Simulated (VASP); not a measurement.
Input of a VASP 6.6.1 run:

POSCAR

```
GaBAs2
1.0
    3.6615741049      0.0000000000      0.0000000000
    0.0000000000      3.6615741049      0.0000000000
    0.0000000000      0.0000000000      5.3547502669
B As Ga
1 2 1
Direct
    0.0000000000      0.0000000000      0.0000000000
    0.0000000000      0.5000000000      0.2139711065
    0.5000000000      0.0000000000      0.7860288935
    0.5000000000      0.5000000000      0.5000000000
```

Contents of INCAR.step1:

```
SYSTEM = GaBAs2
PREC = Accurate
ENCUT = 500
EDIFF = 1E-8
ISMEAR = 0
SIGMA = 0.01
LREAL = .FALSE.
LASPH = .TRUE.
NELM = 60
ALGO = Normal
LWAVE = .TRUE.
LCHARG = .FALSE.
GGA = PE
```

INCAR.step2

```
SYSTEM = GaBAs2
PREC = Accurate
ENCUT = 500
EDIFF = 1E-8
ISMEAR = 0
SIGMA = 0.01
LREAL = .FALSE.
LASPH = .TRUE.
NELM = 1
ALGO = Exact
LWAVE = .TRUE.
LCHARG = .FALSE.
GGA = PE
NBANDS = 129
LOPTICS = .TRUE.
ISTART = 1
```

INCAR.step3

```
SYSTEM = GaBAs2
PREC = Accurate
ENCUT = 500
EDIFF = 1E-8
ISMEAR = 0
SIGMA = 0.01
LREAL = .FALSE.
LASPH = .TRUE.
ALGO = EVGW0
LWAVE = .FALSE.
LCHARG = .FALSE.
GGA = PE
NELMGW = 1
NBANDS = 129
ENCUTGW = 80.0
NOMEGA = 48
PRECFOCK = Fast
ISTART = 1
NBANDSGW = 21
```

Contents of KPOINTS:

```
regular mesh
0
G
  4 4 2
  0 0 0
```

Potentials or basis: VASP PAW PBE potentials, release 64 (B_GW, As_GW, Ga_d_GW).

The run is started by

```bash
$ cat potpaw_PBE.64/B_GW/POTCAR potpaw_PBE.64/As_GW/POTCAR potpaw_PBE.64/Ga_d_GW/POTCAR > POTCAR
$ cp INCAR.step1 INCAR
$ mpirun -np 1 vasp_std > vasp.out
$ cp INCAR.step2 INCAR
$ mpirun -np 1 vasp_std > vasp.out
$ cp INCAR.step3 INCAR
$ mpirun -np 1 vasp_std > vasp.out
```

(1) Estimate the quasiparticle gap.

(2) What does it give for the least direct quasiparticle gap?

(3) What does it give for the least direct gap of the starting levels on the mesh?

Results:

(1) 0.92 eV.

(2) 1.11 eV.

(3) 0.68 eV.

Caveat: the k points lie up to 0.59 Å⁻¹ apart; bands, screening cutoff and mesh are small and nothing is extrapolated, so the quasiparticle values aren't converged.
